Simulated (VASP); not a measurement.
# MgO (P6_3mc) in VASP: a series of runs, part 2 of 2

VASP 6.6.1. The steps go on from the part before.

### 3 Single point, PBE

This run uses another cell than the first one, of 13.43 Å³/atom, 1.007 times its volume.

Input file INCAR:

```
SYSTEM = MgO
ALGO = Normal
EDIFF = 1E-6
ENCUT = 520
GGA = PE
ISIF = 2
ISMEAR = 0
LASPH = .True.
LCHARG = .False.
LREAL = .False.
LWAVE = .False.
NBANDS = 26
NELM = 60
PREC = Accurate
SIGMA = 0.05
```

Input file KPOINTS:

```
k-points
0
Gamma
  9 9 2
  0 0 0
```

Input file POSCAR:

```
MgO
1.0
    3.3899000000      0.0000000000      0.0000000000
   -1.6949500000      2.9357395163      0.0000000000
    0.0000000000      0.0000000000     10.7943000000
Mg O
4 4
Direct
    0.3333333333      0.6666666667      0.9694906392
    0.0000000000      0.0000000000      0.2208211786
    0.0000000000      0.0000000000      0.7208211786
    0.6666666667      0.3333333333      0.4694906392
    0.3333333333      0.6666666667      0.7800420079
    0.0000000000      0.0000000000      0.5296443544
    0.0000000000      0.0000000000      0.0296443544
    0.6666666667      0.3333333333      0.2800420079
```

Potentials or basis: VASP PAW PBE potentials, release 64 (Mg, O).

Started as:

```
> cat potpaw_PBE.64/Mg/POTCAR potpaw_PBE.64/O/POTCAR > POTCAR
> mpirun -np 1 vasp_std > vasp.out
```

OUTCAR:

```text
SYSTEM = MgO
   EDIFF = 1E-6
   ENCUT = 520
   GGA = PE
   ISIF = 2
   ISMEAR = 0
   LASPH = .True.
   LREAL = .False.
   NELM = 60
   PREC = Accurate

 ion  position               nearest neighbor table
   1  0.333  0.667  0.969-   5 2.04   7 2.06   7 2.06   7 2.06   3 3.32   3 3.32   3 3.32   2 3.35
                             2 3.35   2 3.35
   2  0.000  0.000  0.221-   8 2.06   8 2.06   8 2.06   7 2.06   4 3.32   4 3.32   4 3.32   1 3.35
                             1 3.35   1 3.35
   3  0.000  0.000  0.721-   5 2.06   5 2.06   5 2.06   6 2.06   1 3.32   1 3.32   1 3.32   4 3.35
                             4 3.35   4 3.35
   4  0.667  0.333  0.469-   8 2.04   6 2.06   6 2.06   6 2.06   2 3.32   2 3.32   2 3.32   3 3.35
                             3 3.35   3 3.35
   5  0.333  0.667  0.780-   1 2.04   3 2.06   3 2.06   3 2.06
   6  0.000  0.000  0.530-   4 2.06   4 2.06   4 2.06   3 2.06
   7  0.000  0.000  0.030-   1 2.06   1 2.06   1 2.06   2 2.06
   8  0.667  0.333  0.280-   4 2.04   2 2.06   2 2.06   2 2.06

  LATTYP: Found a hexagonal cell.
 ALAT       =     3.3899000000
 C/A-ratio  =     3.1842532228

  Lattice vectors:

 A1 = (   3.3899000000,   0.0000000000,   0.0000000000)
 A2 = (  -1.6949500000,   2.9357395163,   0.0000000000)
 A3 = (   0.0000000000,   0.0000000000,  10.7943000000)

Analysis of symmetry for initial positions (statically):
=====================================================================
 Subroutine PRICEL returns:
 Original cell was already a primitive cell.

 Routine SETGRP: Setting up the symmetry group for a
 hexagonal supercell.

 Subroutine GETGRP returns: Found 12 space group operations
 (whereof  6 operations were pure point group operations)
 out of a pool of 24 trial point group operations.

The static configuration has the point symmetry C_3v.
 The point group associated with its full space group is C_6v.

Analysis of symmetry for dynamics (positions and initial velocities):
=====================================================================
 Subroutine PRICEL returns:
 Original cell was already a primitive cell.

 Routine SETGRP: Setting up the symmetry group for a
 hexagonal supercell.

 Subroutine GETGRP returns: Found 12 space group operations
 (whereof  6 operations were pure point group operations)
 out of a pool of 24 trial point group operations.

The dynamic configuration has the point symmetry C_3v.
 The point group associated with its full space group is C_6v.

 Subroutine INISYM returns: Found 12 space group operations
 (whereof  6 operations are pure point group operations),
 and found     1 'primitive' translations

----------------------------------------------------------------------------------------

                                     Primitive cell

  volume of cell :     107.4234

  direct lattice vectors                    reciprocal lattice vectors
     3.389900000  0.000000000  0.000000000     0.294993953  0.170314838  0.000000000
    -1.694950000  2.935739516  0.000000000     0.000000000  0.340629676  0.000000000
[... 55 lines left out ...]
  0.111111  0.000000  0.000000      6.000000
  0.222222 -0.000000  0.000000      6.000000
  0.333333 -0.000000  0.000000      6.000000
  0.444444 -0.000000  0.000000      6.000000
  0.111111  0.111111  0.000000      6.000000
[... 16 lines left out ...]
  0.333333  0.222222  0.500000     12.000000
  0.333333  0.333333  0.500000      2.000000
   k-points           NKPTS =     24   k-points in BZ     NKDIM =     24   number of bands    NBANDS=     26
   number of dos      NEDOS =    301   number of ions     NIONS =      8
   total plane-waves  NPLWV =  62720
   dimension x,y,z NGX =    28 NGY =   28 NGZ =   80
   dimension x,y,z NGXF=    56 NGYF=   56 NGZF=  160
   ions per type =               4   4
   NGX,Y,Z   is equivalent  to a cutoff of  13.73, 13.73, 12.32 a.u.
   NGXF,Y,Z  is equivalent  to a cutoff of  27.46, 27.46, 24.64 a.u.
 SYSTEM =  MgO
   PREC   = accura    normal or accurate (medium, high low for compatibility)
   ISTART =      0    job   : 0-new  1-cont  2-samecut
   ICHARG =      2    charge: 1-file 2-atom 10-const
   ISPIN  =      1    spin polarized calculation?
   LNONCOLLINEAR =      F non collinear calculations
   LSORBIT =      F    spin-orbit coupling
   LASPH  =      T    aspherical Exc in radial PAW
   ENCUT  =  520.0 eV  38.22 Ry    6.18 a.u.   6.30  6.30 20.07*2*pi/ulx,y,z
   NELM   =     60;   NELMIN=  2; NELMDL= -5     # of ELM steps
   EDIFF  = 0.1E-05   stopping-criterion for ELM
   LREAL  =      F    real-space projection
   EDIFFG = 0.1E-04   stopping-criterion for IOM
   NSW    =      0    number of steps for IOM
   IBRION =     -1    ionic relax: 0-MD 1-quasi-New 2-CG
   NFREE  =      0    steps in history (QN), initial steepest desc. (CG)
   ISIF   =      2    stress and relaxation
   ISYM   =      2    0-nonsym 1-usesym 2-fastsym
   POTIM  = 0.5000    time-step for ionic-motion
   TEBEG  =    0.0;   TEEND  =   0.0 temperature during run
   PSTRESS=    0.0 pullay stress
   NELECT =      32.0000    total number of electrons
   NUPDOWN=      -1.0000    fix difference up-down
   EMIN   =  10.00;   EMAX   =-10.00  energy-range for DOS
   EFERMI =   0.00;   METHOD = LEGACY
   ISMEAR =     0;   SIGMA  =   0.05  broadening in eV -4-tet -1-fermi 0-gaus
   EFERMI_NEDOS =   21; number of points for ismear=-14 and -15
   IALGO  =     38    algorithm
   IMIX   =      4    mixing-type and parameters
     AMIX     =   0.40;   BMIX     =  1.00
     AMIX_MAG =   1.60;   BMIX_MAG =  1.00
  volume/ion in A,a.u.               =      13.43        90.62
  Fermi-wavevector in a.u.,A,eV,Ry     =   1.093348  2.066129 16.264547  1.195410
  Thomas-Fermi vector in A             =   2.229632
   LORBIT       =      0    0 simple, 1 ext, 2 COOP (PROOUT), +10 PAW based schemes
   GGA     = PE    functional components
   LHFCALC =     F    Hartree Fock is set to
   AEXX    =    0.0000 exact exchange contribution
   IVDW    =     0    specifies the selected vdW correction
   LEPSILON=     F    determine dielectric tensor
   LRPA    =     F    only Hartree local field effects (RPA)
 non-spin polarized calculation
 Gauss-broadening in eV      SIGMA  =   0.05
  energy-cutoff  :      520.00
  volume of cell :      107.42
 maximum number of plane-waves:      2932
 NGX is ok and might be reduce to    28
   NGX = 13   NGY = 13   NGZ = 41

 number of electron      31.9999994 magnetization

 Free energy of the ion-electron system (eV)
  ---------------------------------------------------
  ext. energy  EPLUGINS =         0.00000000
  ---------------------------------------------------
  free energy    TOTEN  =       -46.62220006 eV

  energy without entropy =      -46.62220006  energy(sigma->0) =      -46.62220006

 E-fermi :   0.5401     XC(G=0):  -9.2044

 val. band max:        0.2808480340   @ k =   0.0000   0.0000   0.0000
 cond. band min:       3.2340417470   @ k =   0.0000   0.0000   0.0000
 fundamental gap:      2.9531937130
 Fermi energy:         0.5401332908

 k-point     1 :       0.0000    0.0000    0.0000
  band No.  band energies     occupation
      1     -15.3839      2.00000
      2     -15.1270      2.00000
      3     -15.1155      2.00000
      4     -14.8414      2.00000
      5      -2.4964      2.00000
      6      -1.4672      2.00000
[... 685 lines left out ...]
     25      11.9724      0.00000
     26      12.0641      0.00000

------------------------ aborting loop because EDIFF is reached ----------------------------------------

  FORCE on cell =-STRESS in cart. coord.  units (eV):
  Direction    XX          YY          ZZ          XY          YZ          ZX
  --------------------------------------------------------------------------------------
  -------------------------------------------------------------------------------------
  Total       -6.4719304     -6.4719304     -5.5016572      0.0000000      0.0000000      0.0000000
  in kB      -96.5262709    -96.5262709    -82.0550324      0.0000000      0.0000000      0.0000000
  external PRESSURE =     -91.7025247 kB  Pullay stress =       0.0000000 kB

 VOLUME and BASIS-vectors are now :
 -----------------------------------------------------------------------------
  energy-cutoff  :      520.00
  volume of cell :      107.42
      direct lattice vectors                 reciprocal lattice vectors
     3.389900000  0.000000000  0.000000000     0.294993953  0.170314838  0.000000000
    -1.694950000  2.935739516  0.000000000     0.000000000  0.340629676  0.000000000
     0.000000000  0.000000000 10.794300000     0.000000000  0.000000000  0.092641487

 POSITION                                       TOTAL-FORCE (eV/Angst)
 -----------------------------------------------------------------------------------
     -0.00000      1.95716     10.46497        -0.000000     -0.000000     -0.001706
      0.00000      0.00000      2.38361         0.000000      0.000000      0.025300
      0.00000      0.00000      7.78076        -0.000000      0.000000      0.025300
      1.69495      0.97858      5.06782         0.000000      0.000000     -0.001706
     -0.00000      1.95716      8.42001         0.000000      0.000000      0.001760
      0.00000      0.00000      5.71714        -0.000000     -0.000000     -0.025353
      0.00000      0.00000      0.31999         0.000000     -0.000000     -0.025353
      1.69495      0.97858      3.02286        -0.000000      0.000000      0.001760
 -----------------------------------------------------------------------------------
    total drift:                                0.000000      0.000000     -0.002359

  FREE ENERGIE OF THE ION-ELECTRON SYSTEM (eV)
  ---------------------------------------------------
  free  energy   TOTEN  =       -46.6222000617 eV

  energy  without entropy=      -46.6222000617  energy(sigma->0) =      -46.62220006
```

Run time: 39 s. Hardware: 1 thread of Intel Xeon 6975P-C (Granite Rapids), shared host; peak memory 0.25 GiB.

Results:

| Property | Result |
| --- | --- |
| Free energy | -46.6222 eV |
| Pressure | -9.2 GPa |
| Largest force | 0.025 eV/Å |
| Band gap on the k mesh | 2.95 eV, direct |

Forces on the atoms (eV/Å):
```
Mg   0.000  0.000 -0.002
Mg   0.000  0.000  0.025
Mg   0.000  0.000  0.025
Mg   0.000  0.000 -0.002
O    0.000  0.000  0.002
O    0.000  0.000 -0.025
O    0.000  0.000 -0.025
O    0.000  0.000  0.002
```

Levels at points of the mesh, in eV from the valence-band top:
| k point | band 12 | band 13 | band 14 | band 15 | band 16 | band 17 | band 18 | band 19 | band 20 | band 21 |
| --- | --- | --- | --- | --- | --- | --- | --- | --- | --- | --- |
| (0.00, 0.00, 0.00) | -0.22 | -0.22 | -0.12 | -0.12 | 0.00 | 2.95 | 5.19 | 5.30 | 7.80 | 9.00 |
| (0.00, 0.00, 0.50) | -0.31 | -0.15 | -0.15 | -0.15 | -0.15 | 3.76 | 3.76 | 6.75 | 6.75 | 10.18 |

A hybrid or GW would open this gap; PBE tends to underestimate it.
